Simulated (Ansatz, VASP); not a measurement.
**AgCl in VASP and in Ansatz**

The input INCAR:

```
ALGO = Normal
EDIFF = 1E-6
ENCUT = 520
GGA = PE
ISIF = 2
ISMEAR = -1
LASPH = T
LCHARG = F
LREAL = F
LWAVE = F
NBANDS = 16
NELM = 80
PREC = Accurate
SIGMA = 0.02
```

File KPOINTS:

```
k-points
0
Gamma
  8 8 8
```

Contents of POSCAR:

```
AgCl
1.0
    0.0000000000      2.7731500000      2.8563445000
    2.7731500000      0.0000000000      2.8563445000
    2.7731500000      2.7731500000      0.0000000000
Ag Cl
1 1
Direct
    0.5000000000      0.5000000000      0.5000000000
    0.0000000000      0.0000000000      0.0000000000
```

Input for Ansatz:

```yaml
crystal:
  lattice:
    - [0.0, 2.77315, 2.8563445]
    - [2.77315, 0.0, 2.8563445]
    - [2.77315, 2.77315, 0.0]
  atoms:
    - { symbol: Ag, position: [0.5, 0.5, 0.5] }
    - { symbol: Cl, position: [0.0, 0.0, 0.0] }
kpoints:
  mp_grid: { grid: [8, 8, 8] }
  band_path:
    path:
      - [0.0, 0.0, 0.0]
      - [0.0, 0.5, 0.5]
      - [0.25, 0.75, 0.5]
      - [0.0, 0.5, 0.0]
      - [0.0, 0.0, 0.0]
      - [0.5, 0.5, 0.0]
      - [0.3678244886, 0.6321755114, 0.0]
      - [-0.3678244886, 0.3678244886, 0.0]
      - [0.0, 0.0, 0.0]
    npoints: 5
scf:
  occupations: { method: fermi_dirac, width: 0.02 }
hamiltonian:
  xc: pbe
  pseudopotentials: { kind: all_electron, lapw: { basis_error: 0.0005 } }
output:
  forces: true
  stress: true
  eigenvalues: true
```

Change from the starting cell: zz strain of +3 %.

Alike in both runs: task single point; functional PBE; k mesh 8 × 8 × 8; occupations fermi-dirac, width 0.02 eV; no spin polarisation.

```csv
,VASP,Ansatz
version,VASP 6.6.1,Ansatz 0.2.0
potentials or method,"VASP PAW PBE potentials, release 64 (Ag, Cl), cutoff 520 eV","all-electron LAPW, scalar-relativistic"
```

```tsv
	VASP	Ansatz	Ansatz less VASP
gap on the k mesh at the Fermi level (eV)	0.83	0.84	+0.005
pressure (GPa)	0.2	0.3	+0.13
traceless stress, the component that is largest in VASP (GPa)	-0.33	-0.34	-0.018
```

Ansatz ran all-electron here, and VASP with PAW potentials.
